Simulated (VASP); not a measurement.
# SiC (Pm) in VASP: single point with r2SCAN

Aim: the single point of SiC with r2SCAN.

All numbers are computed with VASP 6.6.1; they aren't measurements. Logs are shortened: lines on timing, memory, paths and dates and some standing lists are left out, and cuts for length are marked.

### 1 The cell of the first run

It takes space group Pm (No. 6, monoclinic). The conventional cell has a = 5.192 Å, b = 3.015 Å, c = 5.643 Å, α = 90.00°, β = 90.61°, γ = 90.00°. Within 2.6 Å of Si (site symmetry m) lie 3 C at 1.93 to 2.24 Å and 1 Si at 2.26 Å. Si (site symmetry m) has 1 C at 1.85 Å and 3 Si at 2.20 to 2.21 Å within 2.5 Å. Within 2.4 Å of Si (site symmetry m) lie 1 C at 1.82 Å and 3 Si at 2.20 to 2.26 Å. Si (site symmetry m) has 3 C at 1.89 to 1.99 Å and 1 Si at 2.21 Å within 2.5 Å. Within 2.2 Å of C (site symmetry m) lie 3 C at 1.63 to 1.81 Å and 1 Si at 1.99 Å. C (site symmetry m) has 1 C at 1.60 Å and 3 Si at 1.82 to 1.89 Å within 2.1 Å. C (site symmetry m) has 1 C at 1.63 Å and 3 Si at 1.85 to 1.93 Å within 2.2 Å. Within 2.1 Å of C (site symmetry m) lie 3 C at 1.60 to 1.81 Å.

### 2 Single point, r2SCAN

POSCAR

```
SiC
1.0
    1.5074616965     -2.6110002487      0.0000000000
   -0.0245918811     -0.0141981292     -5.1922711345
    4.8871769695      2.8216129390      0.0296445017
Si C
4 4
Direct
    0.5000000000      0.9708706221      0.1893984608
    0.0000000000      0.3865474312      0.3389562436
    0.5000000000      0.5463688070      0.0977086875
    0.0000000000      0.5862137583      0.6874581316
    0.0000000000      0.9700514223      0.6777228982
    0.5000000000      0.4059022608      0.8003427376
    0.0000000000      0.0358093784      0.3960831619
    0.5000000000      0.0982363199      0.8123296788
```

INCAR.step1

```
  PREC = Accurate
  ENCUT = 520
  ISMEAR = 0
  SIGMA = 0.02
  LREAL = False
  LASPH = True
  NELM = 80
  NBANDS = 26
  GGA = PE
  ALGO = Normal
  EDIFF = 1E-4
  LWAVE = True
  LCHARG = False
```

INCAR.step2

```
  PREC = Accurate
  ENCUT = 520
  EDIFF = 1E-7
  ISMEAR = 0
  SIGMA = 0.02
  LREAL = False
  LASPH = True
  NELM = 80
  ALGO = Normal
  ISIF = 2
  LWAVE = False
  LCHARG = True
  METAGGA = R2SCAN
  LMIXTAU = True
  LELF = True
  LVHAR = True
  NBANDS = 26
  ISTART = 1
```

KPOINTS

```
regular mesh
0
Gamma
  8 6 6
```

Potentials or basis: VASP PAW PBE potentials, release 64 (Si, C).

The run is started by

```sh
> cat potpaw_PBE.64/Si/POTCAR potpaw_PBE.64/C/POTCAR > POTCAR
> cp INCAR.step1 INCAR
> mpirun -np 1 vasp_std > vasp.out
> cp INCAR.step2 INCAR
> mpirun -np 1 vasp_std > vasp.out
```

OUTCAR:

```text
PREC = Accurate
   ENCUT = 520
   EDIFF = 1E-7
   ISMEAR = 0
   LREAL = False
   LASPH = True
   NELM = 80
   ISIF = 2
   METAGGA = R2SCAN
   ISTART = 1

 ion  position               nearest neighbor table
   1  0.500  0.971  0.189-   7 1.93   7 1.93   8 2.24   3 2.26   2 2.76   2 2.76   3 3.04
   2  0.000  0.387  0.339-   7 1.85   3 2.20   3 2.20   4 2.21   1 2.76   1 2.76
   3  0.500  0.546  0.098-   6 1.82   2 2.20   2 2.20   1 2.26   4 2.77   4 2.77   1 3.04
   4  0.000  0.586  0.687-   6 1.89   6 1.89   5 1.99   2 2.21   3 2.77   3 2.77
   5  0.000  0.970  0.678-   7 1.63   8 1.81   8 1.81   4 1.99
   6  0.500  0.406  0.800-   8 1.60   3 1.82   4 1.89   4 1.89
   7  0.000  0.036  0.396-   5 1.63   2 1.85   1 1.93   1 1.93
   8  0.500  0.098  0.812-   6 1.60   5 1.81   5 1.81   1 2.24

  LATTYP: Found a simple monoclinic cell.
 ALAT       =     5.1923487827
 B/A-ratio  =     0.5806473176
 C/A-ratio  =     1.0868498971
 COS(beta)  =    -0.0107217520

  Lattice vectors:

 A1 = (  -0.0245918811,  -0.0141981292,  -5.1922711345)
 A2 = (  -1.5074616965,   2.6110002487,   0.0000000000)
 A3 = (   4.8871769695,   2.8216129390,   0.0296445017)

Analysis of symmetry for initial positions (statically):
=====================================================================
 Subroutine PRICEL returns:
 Original cell was already a primitive cell.

 Routine SETGRP: Setting up the symmetry group for a
 simple monoclinic supercell.

 Subroutine GETGRP returns: Found  2 space group operations
 (whereof  2 operations were pure point group operations)
 out of a pool of  4 trial point group operations.

The static configuration has the point symmetry C_1h.

Analysis of symmetry for dynamics (positions and initial velocities):
=====================================================================
 Subroutine PRICEL returns:
 Original cell was already a primitive cell.

 Routine SETGRP: Setting up the symmetry group for a
 simple monoclinic supercell.

 Subroutine GETGRP returns: Found  2 space group operations
 (whereof  2 operations were pure point group operations)
 out of a pool of  4 trial point group operations.

The dynamic configuration has the point symmetry C_1h.

 Subroutine INISYM returns: Found  2 space group operations
 (whereof  2 operations are pure point group operations),
 and found     1 'primitive' translations

----------------------------------------------------------------------------------------

                                     Primitive cell

  volume of cell :      88.3382

  direct lattice vectors                    reciprocal lattice vectors
     1.507461697 -2.611000249  0.000000000     0.165841693 -0.287246238  0.000000000
    -0.024591881 -0.014198129 -5.192271135     0.000876198  0.000505873 -0.192599482
     4.887176969  2.821612939  0.029644502     0.153467237  0.088604351 -0.000969145

  length of vectors
     3.014923393  5.192348783  5.643303740     0.331683386  0.192602139  0.177211352

  position of ions in fractional coordinates (direct lattice)
     0.500000000  0.970870622  0.189398461
     0.000000000  0.386547431  0.338956244
     0.500000000  0.546368807  0.097708688
     0.000000000  0.586213758  0.687458132
     0.000000000  0.970051422  0.677722898
     0.500000000  0.405902261  0.800342738
     0.000000000  0.035809378  0.396083162
     0.500000000  0.098236320  0.812329679

  ion indices of the primitive-cell ions
   primitive index   ion index
                 1           1
                 2           2
                 3           3
                 4           4
                 5           5
                 6           6
                 7           7
                 8           8

----------------------------------------------------------------------------------------

 KPOINTS: regular mesh

Automatic generation of k-mesh.
 Grid dimensions read from file:
 generate k-points for:    8    6    6

 Generating k-lattice:

  Cartesian coordinates                     Fractional coordinates (reciprocal lattice)
     0.020730212 -0.035905780  0.000000000     0.125000000 -0.000000000  0.000000000
     0.000146033  0.000084312 -0.032099914     0.000000000  0.166666667 -0.000000000
     0.025577873  0.014767392 -0.000161524    -0.000000000  0.000000000  0.166666667

  Length of vectors
     0.041460423  0.032100357  0.029535225

  Shift w.r.t. Gamma in fractional coordinates (k-lattice)
     0.000000000  0.000000000  0.000000000

 Subroutine IBZKPT returns following result:
 ===========================================

 Found    100 irreducible k-points:

 Following reciprocal coordinates:
            Coordinates               Weight
  0.000000  0.000000  0.000000      1.000000
  0.125000  0.000000  0.000000      2.000000
  0.250000  0.000000  0.000000      2.000000
  0.375000  0.000000 -0.000000      2.000000
  0.500000  0.000000  0.000000      1.000000
  0.000000  0.166667  0.000000      2.000000
[... 16 lines left out ...]
  0.250000  0.000000  0.166667      4.000000
  0.375000  0.000000  0.166667      4.000000
 [... further k-points ...]
   k-points           NKPTS =    100   k-points in BZ     NKDIM =    100   number of bands    NBANDS=     26
   number of dos      NEDOS =    301   number of ions     NIONS =      8
   total plane-waves  NPLWV =  40320
   dimension x,y,z NGX =    24 NGY =   40 NGZ =   42
   dimension x,y,z NGXF=    48 NGYF=   80 NGZF=   84
   ions per type =               4   4
   NGX,Y,Z   is equivalent  to a cutoff of  13.23, 12.81, 12.37 a.u.
   NGXF,Y,Z  is equivalent  to a cutoff of  26.47, 25.61, 24.75 a.u.
 SYSTEM =  unknown system
   PREC   = accura    normal or accurate (medium, high low for compatibility)
   ISTART =      1    job   : 0-new  1-cont  2-samecut
   ICHARG =      0    charge: 1-file 2-atom 10-const
   ISPIN  =      1    spin polarized calculation?
   LNONCOLLINEAR =      F non collinear calculations
   LSORBIT =      F    spin-orbit coupling
   LASPH  =      T    aspherical Exc in radial PAW
   ENCUT  =  520.0 eV  38.22 Ry    6.18 a.u.   5.61  9.65 10.49*2*pi/ulx,y,z
   NELM   =     80;   NELMIN=  2; NELMDL=  0     # of ELM steps
   EDIFF  = 0.1E-06   stopping-criterion for ELM
   LREAL  =      F    real-space projection
   EDIFFG = 0.1E-05   stopping-criterion for IOM
   NSW    =      0    number of steps for IOM
   IBRION =     -1    ionic relax: 0-MD 1-quasi-New 2-CG
   NFREE  =      0    steps in history (QN), initial steepest desc. (CG)
   ISIF   =      2    stress and relaxation
   ISYM   =      2    0-nonsym 1-usesym 2-fastsym
   POTIM  = 0.5000    time-step for ionic-motion
   TEBEG  =    0.0;   TEEND  =   0.0 temperature during run
   PSTRESS=    0.0 pullay stress
   NELECT =      32.0000    total number of electrons
   NUPDOWN=      -1.0000    fix difference up-down
   EMIN   =  10.00;   EMAX   =-10.00  energy-range for DOS
   EFERMI =   0.00;   METHOD = LEGACY
   ISMEAR =     0;   SIGMA  =   0.02  broadening in eV -4-tet -1-fermi 0-gaus
   EFERMI_NEDOS =   21; number of points for ismear=-14 and -15
   IALGO  =     38    algorithm
   IMIX   =      4    mixing-type and parameters
     AMIX     =   0.40;   BMIX     =  1.00
     AMIX_MAG =   1.60;   BMIX_MAG =  1.00
  volume/ion in A,a.u.               =      11.04        74.52
  Fermi-wavevector in a.u.,A,eV,Ry     =   1.167012  2.205333 18.530003  1.361917
  Thomas-Fermi vector in A             =   2.303518
   LORBIT       =      0    0 simple, 1 ext, 2 COOP (PROOUT), +10 PAW based schemes
   METAGGA = R2SCAN    functional components
   LHFCALC =     F    Hartree Fock is set to
   AEXX    =    0.0000 exact exchange contribution
   IVDW    =     0    specifies the selected vdW correction
   LEPSILON=     F    determine dielectric tensor
   LRPA    =     F    only Hartree local field effects (RPA)
 non-spin polarized calculation
 Gauss-broadening in eV      SIGMA  =   0.02
  energy-cutoff  :      520.00
  volume of cell :       88.34
 maximum number of plane-waves:      2404
 NGX is ok and might be reduce to    24
   NGX = 11   NGY = 19   NGZ = 21

 number of electron      32.0000002 magnetization

 Free energy of the ion-electron system (eV)
  ---------------------------------------------------
  ext. energy  EPLUGINS =         0.00000000
  ---------------------------------------------------
  free energy    TOTEN  =       -69.02648589 eV

  energy without entropy =      -69.02609546  energy(sigma->0) =      -69.02629068

 E-fermi :   9.5005     XC(G=0): -11.7621

 val. band max:        9.4945061904   @ k =   0.3750   0.1667   0.5000
 cond. band min:       9.5053462508   @ k =   0.3750   0.0000   0.5000
 fundamental gap:      0.0108400604
 Fermi energy:         9.5004786114

 k-point     1 :       0.0000    0.0000    0.0000
  band No.  band energies     occupation
      1      -9.2186      2.00000
      2      -6.4172      2.00000
      3      -5.2256      2.00000
      4      -2.9334      2.00000
      5      -2.0421      2.00000
      6      -0.7976      2.00000
[... 18 lines left out ...]
     25      15.1542      0.00000
     26      16.1659      0.00000

 k-point     2 :       0.1250    0.0000    0.0000
  band No.  band energies     occupation
      1      -9.0154      2.00000
      2      -6.2699      2.00000
      3      -5.0114      2.00000
      4      -2.8252      2.00000
      5      -1.8611      2.00000
      6      -0.5946      2.00000
[... 18 lines left out ...]
     25      15.9048      0.00000
     26      15.9677      0.00000

 k-point     3 :       0.2500    0.0000    0.0000
  band No.  band energies     occupation
      1      -8.4216      2.00000
      2      -5.9171      2.00000
      3      -4.3831      2.00000
      4      -2.6336      2.00000
      5      -1.3829      2.00000
      6      -0.0832      2.00000
[... 18 lines left out ...]
     25      15.3951      0.00000
     26      15.8816      0.00000

 k-point     4 :       0.3750    0.0000   -0.0000
  band No.  band energies     occupation
      1      -7.5010      2.00000
      2      -5.7773      2.00000
      3      -3.4247      2.00000
      4      -2.5836      2.00000
      5      -1.0431      2.00000
      6      -0.1789      2.00000
[... 18 lines left out ...]
     25      15.4664      0.00000
     26      16.2628      0.00000

 k-point     5 :       0.5000    0.0000    0.0000
  band No.  band energies     occupation
      1      -6.4961      2.00000
      2      -6.3876      2.00000
      3      -2.7423      2.00000
      4      -2.3105      2.00000
      5      -1.2177      2.00000
      6      -1.0403      2.00000
[... 18 lines left out ...]
     25      15.5553      0.00000
     26      15.8596      0.00000

 k-point     6 :       0.0000    0.1667    0.0000
  band No.  band energies     occupation
      1      -9.1210      2.00000
      2      -6.5642      2.00000
      3      -5.3832      2.00000
      4      -2.9147      2.00000
      5      -1.7886      2.00000
      6      -0.8489      2.00000
[... 427 lines left out ...]
 k-point    21 :       0.0000   -0.0000    0.1667
  band No.  band energies     occupation
      1      -9.1449      2.00000
      2      -6.6795      2.00000
      3      -5.1395      2.00000
      4      -2.7826      2.00000
      5      -2.0439      2.00000
      6      -0.9616      2.00000
[... 18 lines left out ...]
     25      15.1925      0.00000
     26      16.1231      0.00000

 k-point    22 :       0.1250    0.0000    0.1667
  band No.  band energies     occupation
      1      -8.9431      2.00000
      2      -6.5179      2.00000
      3      -4.9331      2.00000
      4      -2.6879      2.00000
      5      -1.8628      2.00000
      6      -0.7619      2.00000
[... 18 lines left out ...]
     25      15.5486      0.00000
     26      16.1937      0.00000

 k-point    23 :       0.2500    0.0000    0.1667
  band No.  band energies     occupation
      1      -8.3541      2.00000
      2      -6.1118      2.00000
      3      -4.3335      2.00000
      4      -2.5497      2.00000
      5      -1.3934      2.00000
      6      -0.2404      2.00000
[... 18 lines left out ...]
     25      15.6109      0.00000
     26      16.2310      0.00000

 k-point    24 :       0.3750    0.0000    0.1667
  band No.  band energies     occupation
      1      -7.4448      2.00000
      2      -5.8545      2.00000
      3      -3.4605      2.00000
      4      -2.5746      2.00000
      5      -1.1228      2.00000
      6      -0.1061      2.00000
[... 18 lines left out ...]
     25      15.8107      0.00000
     26      16.2664      0.00000

 [... further k-points ...]

------------------------ aborting loop because EDIFF is reached ----------------------------------------

  FORCE on cell =-STRESS in cart. coord.  units (eV):
  Direction    XX          YY          ZZ          XY          YZ          ZX
  --------------------------------------------------------------------------------------
  -------------------------------------------------------------------------------------
  Total       -0.0185082      0.0310502     -0.0694518     -0.0429188      0.0166488      0.0288312
  in kB       -0.3356811      0.5631523     -1.2596364     -0.7784126      0.3019563      0.5229076
  external PRESSURE =      -0.3440551 kB  Pullay stress =       0.0000000 kB

 VOLUME and BASIS-vectors are now :
 -----------------------------------------------------------------------------
  energy-cutoff  :      520.00
  volume of cell :       88.34
      direct lattice vectors                 reciprocal lattice vectors
     1.507461697 -2.611000249  0.000000000     0.165841693 -0.287246238  0.000000000
    -0.024591881 -0.014198129 -5.192271135     0.000876198  0.000505873 -0.192599482
     4.887176969  2.821612939  0.029644502     0.153467237  0.088604351 -0.000969145

 POSITION                                       TOTAL-FORCE (eV/Angst)
 -----------------------------------------------------------------------------------
      1.65548     -0.78488     -5.03541        -0.004069     -0.002349      0.030257
      1.64703      0.95092     -1.99701        -0.012748     -0.007360     -0.021362
      1.21781     -1.03756     -2.83400         0.021603      0.012473      0.006339
      3.34531      1.93142     -3.02340        -0.030913     -0.017847      0.029112
      3.28830      1.89850     -5.01668         0.025220      0.014561      0.014491
      4.65517      0.94699     -2.08383         0.003627      0.002094     -0.055051
      1.93485      1.11708     -0.17419        -0.033058     -0.019086     -0.029202
      4.72131      0.98519     -0.48599         0.030338      0.017516      0.025418
 -----------------------------------------------------------------------------------
    total drift:                               -0.000059     -0.000034      0.000647

  FREE ENERGIE OF THE ION-ELECTRON SYSTEM (eV)
  ---------------------------------------------------
  free  energy   TOTEN  =       -69.0264858883 eV

  energy  without entropy=      -69.0260954648  energy(sigma->0) =      -69.02629068
```

Wall time 13 min (1 thread of Intel Xeon 8259CL, shared host); peak memory 0.31 GiB.

Results:

```yaml
Free_energy: -69.0265 eV
Pressure: 0.0 GPa
Largest_force: 0.055 eV/Å
Band_gap_on_the_k_mesh: zero (bands 16 and 17 overlap by 1.96 eV)
```

Forces in eV/Å, atoms in the order of the input:
```
Si  -0.004 -0.002  0.030
Si  -0.013 -0.007 -0.021
Si   0.022  0.012  0.006
Si  -0.031 -0.018  0.029
C    0.025  0.015  0.014
C    0.004  0.002 -0.055
C   -0.033 -0.019 -0.029
C    0.030  0.018  0.025
```

Levels at points of the mesh, in eV from the Fermi level:
```
           k point  band 13  band 14  band 15  band 16  band 17  band 18  band 19  band 20
(0.00, 0.00, 0.00)    -2.52    -2.38    -1.58     0.33     1.27     1.83     1.93     2.76
(0.50, 0.00, 0.00)    -5.32    -4.88    -4.24    -3.97     0.11     0.67     2.99     3.09
(0.00, 0.50, 0.00)    -2.99    -2.62    -1.60     0.29     0.73     1.42     1.43     2.46
(0.50, 0.50, 0.00)    -5.64    -4.49    -3.17    -2.13     0.58     1.80     2.40     2.76
(0.00, 0.00, 0.50)    -3.67    -2.61    -2.49     1.05     1.36     1.42     2.18     2.71
(0.50, 0.00, 0.50)    -5.12    -5.05    -3.01    -2.40    -0.22     0.08     1.98     2.44
(0.00, 0.50, 0.50)    -3.79    -2.89    -2.86     0.87     0.95     1.49     2.14     2.50
(0.50, 0.50, 0.50)    -3.71    -3.66    -2.93    -2.76    -0.90     0.23     1.24     1.34
```

Caveat: the PAW data sets were made with another functional, which shifts forces and pressure a little.
